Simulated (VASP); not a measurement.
# CO in VASP: single point with r2SCAN

Aim: the single point of CO with r2SCAN.

All numbers are computed with VASP 6.6.1; they aren't measurements. Logs are shortened: lines on timing, memory, paths and dates and some standing lists are left out, and cuts for length are marked.

## (1) The cell of the first run

The cell holds a molecule in a box, 2 atoms: a = 14.000 Å, b = 14.000 Å, c = 14.000 Å, α = 90.00°, β = 90.00°, γ = 90.00°.

## (2) Single point, r2SCAN

POSCAR

```
CO
1.0
   14.0000000000      0.0000000000      0.0000000000
    0.0000000000     14.0000000000      0.0000000000
    0.0000000000      0.0000000000     14.0000000000
C O
1 1
Direct
    0.5000000000      0.5000000000      0.4597142857
    0.5000000000      0.5000000000      0.5402857143
```

INCAR.step1

```
PREC = Accurate ; ENCUT = 580
ISMEAR = 0 ; SIGMA = 0.01
LREAL = False ; LASPH = True
NELM = 120 ; NBANDS = 12
GGA = PE ; ALGO = Normal
EDIFF = 1E-5 ; LWAVE = True
LCHARG = False ; GGA_COMPAT = False
NELMDL = -8
```

INCAR.step2

```
PREC = Accurate ; ENCUT = 580
EDIFF = 1E-6 ; ISMEAR = 0
SIGMA = 0.01 ; LREAL = False
LASPH = True ; NELM = 120
ALGO = Normal ; ISIF = 2
LWAVE = False ; LCHARG = False
METAGGA = R2SCAN ; LMIXTAU = True
NBANDS = 12 ; ISTART = 1
GGA_COMPAT = False
```

KPOINTS

```
Automatic mesh
0
Gamma
  1 1 1
```

Potentials or basis: VASP PAW PBE potentials, release 64 (C, O).

Started as:

```bash
> cat potpaw_PBE.64/C/POTCAR potpaw_PBE.64/O/POTCAR > POTCAR
> cp INCAR.step1 INCAR
> mpirun -np 1 vasp_gam > vasp.out
> cp INCAR.step2 INCAR
> mpirun -np 1 vasp_gam > vasp.out
```

OUTCAR:

```text
PREC = Accurate
   ENCUT = 580
   EDIFF = 1E-6
   ISMEAR = 0
   LREAL = False
   LASPH = True
   NELM = 120
   ISIF = 2
   METAGGA = R2SCAN
   ISTART = 1

 ion  position               nearest neighbor table
   1  0.500  0.500  0.460-   2 1.13
   2  0.500  0.500  0.540-   1 1.13

  LATTYP: Found a simple cubic cell.
 ALAT       =    14.0000000000

  Lattice vectors:

 A1 = (  14.0000000000,   0.0000000000,   0.0000000000)
 A2 = (   0.0000000000,  14.0000000000,   0.0000000000)
 A3 = (   0.0000000000,   0.0000000000,  14.0000000000)

Analysis of symmetry for initial positions (statically):
=====================================================================
 Subroutine PRICEL returns:
 Original cell was already a primitive cell.

 Routine SETGRP: Setting up the symmetry group for a
 simple cubic supercell.

 Subroutine GETGRP returns: Found  8 space group operations
 (whereof  8 operations were pure point group operations)
 out of a pool of 48 trial point group operations.

The static configuration has the point symmetry C_4v.

Analysis of symmetry for dynamics (positions and initial velocities):
=====================================================================
 Subroutine PRICEL returns:
 Original cell was already a primitive cell.

 Routine SETGRP: Setting up the symmetry group for a
 simple cubic supercell.

 Subroutine GETGRP returns: Found  8 space group operations
 (whereof  8 operations were pure point group operations)
 out of a pool of 48 trial point group operations.

The dynamic configuration has the point symmetry C_4v.

 Subroutine INISYM returns: Found  8 space group operations
 (whereof  8 operations are pure point group operations),
 and found     1 'primitive' translations

----------------------------------------------------------------------------------------

                                     Primitive cell

  volume of cell :    2744.0000

  direct lattice vectors                    reciprocal lattice vectors
    14.000000000  0.000000000  0.000000000     0.071428571  0.000000000  0.000000000
     0.000000000 14.000000000  0.000000000     0.000000000  0.071428571  0.000000000
     0.000000000  0.000000000 14.000000000     0.000000000  0.000000000  0.071428571

  length of vectors
    14.000000000 14.000000000 14.000000000     0.071428571  0.071428571  0.071428571

  position of ions in fractional coordinates (direct lattice)
     0.500000000  0.500000000  0.459714286
     0.500000000  0.500000000  0.540285714

  ion indices of the primitive-cell ions
   primitive index   ion index
                 1           1
                 2           2

----------------------------------------------------------------------------------------

 KPOINTS: Automatic mesh

Automatic generation of k-mesh.
 Grid dimensions read from file:
 generate k-points for:    1    1    1

 Generating k-lattice:

  Cartesian coordinates                     Fractional coordinates (reciprocal lattice)
     0.071428571  0.000000000  0.000000000     1.000000000  0.000000000  0.000000000
     0.000000000  0.071428571  0.000000000     0.000000000  1.000000000  0.000000000
     0.000000000  0.000000000  0.071428571     0.000000000  0.000000000  1.000000000

  Length of vectors
     0.071428571  0.071428571  0.071428571

  Shift w.r.t. Gamma in fractional coordinates (k-lattice)
     0.000000000  0.000000000  0.000000000

 Subroutine IBZKPT returns following result:
 ===========================================

 Found      1 irreducible k-points:

 Following reciprocal coordinates:
            Coordinates               Weight
  0.000000  0.000000  0.000000      1.000000
   k-points           NKPTS =      1   k-points in BZ     NKDIM =      1   number of bands    NBANDS=     12
   number of dos      NEDOS =    301   number of ions     NIONS =      2
   total plane-waves  NPLWV = ******
   dimension x,y,z NGX =   112 NGY =  112 NGZ =  112
   dimension x,y,z NGXF=   224 NGYF=  224 NGZF=  224
   ions per type =               1   1
   NGX,Y,Z   is equivalent  to a cutoff of  13.30, 13.30, 13.30 a.u.
   NGXF,Y,Z  is equivalent  to a cutoff of  26.60, 26.60, 26.60 a.u.
 SYSTEM =  unknown system
   PREC   = accura    normal or accurate (medium, high low for compatibility)
   ISTART =      1    job   : 0-new  1-cont  2-samecut
   ICHARG =      0    charge: 1-file 2-atom 10-const
   ISPIN  =      1    spin polarized calculation?
   LNONCOLLINEAR =      F non collinear calculations
   LSORBIT =      F    spin-orbit coupling
   LASPH  =      T    aspherical Exc in radial PAW
   ENCUT  =  580.0 eV  42.63 Ry    6.53 a.u.  27.49 27.49 27.49*2*pi/ulx,y,z
   NELM   =    120;   NELMIN=  2; NELMDL=  0     # of ELM steps
   EDIFF  = 0.1E-05   stopping-criterion for ELM
   LREAL  =      F    real-space projection
   EDIFFG = 0.1E-04   stopping-criterion for IOM
   NSW    =      0    number of steps for IOM
   IBRION =     -1    ionic relax: 0-MD 1-quasi-New 2-CG
   NFREE  =      0    steps in history (QN), initial steepest desc. (CG)
   ISIF   =      2    stress and relaxation
   ISYM   =      2    0-nonsym 1-usesym 2-fastsym
   POTIM  = 0.5000    time-step for ionic-motion
   TEBEG  =    0.0;   TEEND  =   0.0 temperature during run
   PSTRESS=    0.0 pullay stress
   NELECT =      10.0000    total number of electrons
   NUPDOWN=      -1.0000    fix difference up-down
   EMIN   =  10.00;   EMAX   =-10.00  energy-range for DOS
   EFERMI =   0.00;   METHOD = LEGACY
   ISMEAR =     0;   SIGMA  =   0.01  broadening in eV -4-tet -1-fermi 0-gaus
   EFERMI_NEDOS =   21; number of points for ismear=-14 and -15
   IALGO  =     38    algorithm
   IMIX   =      4    mixing-type and parameters
     AMIX     =   0.40;   BMIX     =  1.00
     AMIX_MAG =   1.60;   BMIX_MAG =  1.00
  volume/ion in A,a.u.               =    1372.00      9258.71
  Fermi-wavevector in a.u.,A,eV,Ry     =   0.251930  0.476079  0.863545  0.063469
  Thomas-Fermi vector in A             =   1.070271
   LORBIT       =      0    0 simple, 1 ext, 2 COOP (PROOUT), +10 PAW based schemes
   METAGGA = R2SCAN    functional components
   LHFCALC =     F    Hartree Fock is set to
   AEXX    =    0.0000 exact exchange contribution
   IVDW    =     0    specifies the selected vdW correction
   LEPSILON=     F    determine dielectric tensor
   LRPA    =     F    only Hartree local field effects (RPA)
 non-spin polarized calculation
 Gauss-broadening in eV      SIGMA  =   0.01
  energy-cutoff  :      580.00
  volume of cell :     2744.00
 maximum number of plane-waves:     43540
 NGX is ok and might be reduce to   112
   NGX = 55   NGY = 55   NGZ = 55

 number of electron      10.0000000 magnetization

 Free energy of the ion-electron system (eV)
  ---------------------------------------------------
  ext. energy  EPLUGINS =         0.00000000
  ---------------------------------------------------
  free energy    TOTEN  =       -16.47461597 eV

  energy without entropy =      -16.47461597  energy(sigma->0) =      -16.47461597

 E-fermi :  -9.3197     XC(G=0):  -0.1425

 val. band max:       -9.4425149266   @ k =   0.0000   0.0000   0.0000
 cond. band min:      -1.6347583772   @ k =   0.0000   0.0000   0.0000
 fundamental gap:      7.8077565494
 Fermi energy:        -9.3196691535

 k-point     1 :       0.0000    0.0000    0.0000
  band No.  band energies     occupation
      1     -30.9025      2.00000
      2     -14.6512      2.00000
      3     -12.1813      2.00000
      4     -12.1813      2.00000
      5      -9.4425      2.00000
      6      -1.6348      0.00000
      7      -1.6348      0.00000
      8       0.0458      0.00000
      9       0.7784      0.00000
     10       0.8003      0.00000
     11       0.8003      0.00000
     12       0.8097      0.00000

------------------------ aborting loop because EDIFF is reached ----------------------------------------

  FORCE on cell =-STRESS in cart. coord.  units (eV):
  Direction    XX          YY          ZZ          XY          YZ          ZX
  --------------------------------------------------------------------------------------
  -------------------------------------------------------------------------------------
  Total       -0.0583835     -0.0583835      0.8312525     -0.0000000      0.0000000      0.0000000
  in kB       -0.0340892     -0.0340892      0.4853549     -0.0000000      0.0000000      0.0000000
  external PRESSURE =       0.1390589 kB  Pullay stress =       0.0000000 kB

 VOLUME and BASIS-vectors are now :
 -----------------------------------------------------------------------------
  energy-cutoff  :      580.00
  volume of cell :     2744.00
      direct lattice vectors                 reciprocal lattice vectors
    14.000000000  0.000000000  0.000000000     0.071428571  0.000000000  0.000000000
     0.000000000 14.000000000  0.000000000     0.000000000  0.071428571  0.000000000
     0.000000000  0.000000000 14.000000000     0.000000000  0.000000000  0.071428571

 POSITION                                       TOTAL-FORCE (eV/Angst)
 -----------------------------------------------------------------------------------
      7.00000      7.00000      6.43600         0.000000      0.000000     -0.799525
      7.00000      7.00000      7.56400        -0.000000     -0.000000      0.799525
 -----------------------------------------------------------------------------------
    total drift:                                0.000000      0.000000      0.003631

  FREE ENERGIE OF THE ION-ELECTRON SYSTEM (eV)
  ---------------------------------------------------
  free  energy   TOTEN  =       -16.4746159742 eV

  energy  without entropy=      -16.4746159742  energy(sigma->0) =      -16.47461597
```

Wall time 7.8 min (1 thread of Intel Xeon 6975P-C (Granite Rapids), shared host); peak memory 2.3 GiB.

Results:

| Property | Result |
| --- | --- |
| Free energy | -16.4746 eV |
| Largest force | 0.800 eV/Å |
| Gap between the frontier levels | 7.81 eV |

Forces on the atoms (eV/Å):
```
C    0.000  0.000 -0.800
O    0.000  0.000  0.800
```

Levels at points of the mesh, in eV from the valence-band top:
```
           k point  band 2  band 3  band 4  band 5  band 6  band 7  band 8  band 9
(0.00, 0.00, 0.00)   -5.21   -2.74   -2.74    0.00    7.81    7.81    9.49   10.22
```

Caveat: the PAW data sets were made with another functional, which shifts forces and pressure a little.
